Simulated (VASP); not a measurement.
**InGa2As3: single point with PBE**

The system is InGa2As3.

```
CELL_PARAMETERS angstrom
3.98474 0.00000 0.00000
-1.99237 3.45089 0.00000
0.00000 0.00000 9.76058
ATOMIC_POSITIONS crystal
In 0.33333 0.66667 0.66667
Ga 0.00000 0.00000 0.00000
Ga 0.66667 0.33333 0.33333
As 0.00000 0.00000 0.25000
As 0.66667 0.33333 0.58333
As 0.33333 0.66667 0.91667
```

| Quantity | Value |
| --- | --- |
| Program | VASP 6.6.1 |
| Task | single point |
| Functional | PBE |
| Potentials or basis | VASP PAW PBE potentials, release 64 (In_d, Ga_d, As) |
| Cutoff | 520 eV |
| k mesh | 6 × 6 × 2 |
| Occupations | gaussian, width 0.1 eV |
| Spin | no spin polarisation |

* Pressure: 11.6 GPa
* Largest force: 1.702 eV/Å
* Band gap on the k mesh: 0.55 eV

Forces in eV/Å, atoms in the order of the input:
```
In   0.000  0.000 -0.157
Ga   0.000  0.000  0.167
Ga   0.000  0.000  0.002
As   0.000  0.000 -0.012
As   0.000  0.000 -1.702
As   0.000  0.000  1.702
```

Stress tensor (GPa, compression positive):
```
11.71  0.00  0.00
 0.00 11.71  0.00
 0.00  0.00 11.34
```

Levels at points of the mesh, in eV from the valence-band top:
| k point | band 24 | band 25 | band 26 | band 27 | band 28 | band 29 | band 30 | band 31 |
| --- | --- | --- | --- | --- | --- | --- | --- | --- |
| (0.00, 0.00, 0.00) | -0.95 | -0.02 | 0.00 | 0.00 | 0.55 | 1.10 | 1.71 | 3.71 |
| (0.50, 0.00, 0.00) | -2.77 | -2.74 | -1.81 | -1.74 | 1.31 | 1.63 | 2.18 | 2.70 |
| (0.00, 0.00, 0.50) | -0.54 | -0.54 | -0.31 | -0.31 | 1.01 | 1.48 | 2.10 | 4.12 |
| (0.50, 0.00, 0.50) | -2.62 | -2.51 | -1.25 | -1.25 | 1.05 | 1.70 | 1.96 | 3.18 |

Run time: 47 s on 1 thread of Intel(R) Xeon(R) 6975P-C (Granite Rapids), on a shared host, peak memory 0.28 GiB.

Caveat: the cell stands under pressure; spin-orbit coupling is left out, which moves the levels of the heavy elements; forces of over 1 eV/Å act on the atoms, so gaps and moduli don't describe the material at rest. A k mesh can miss the band edges.
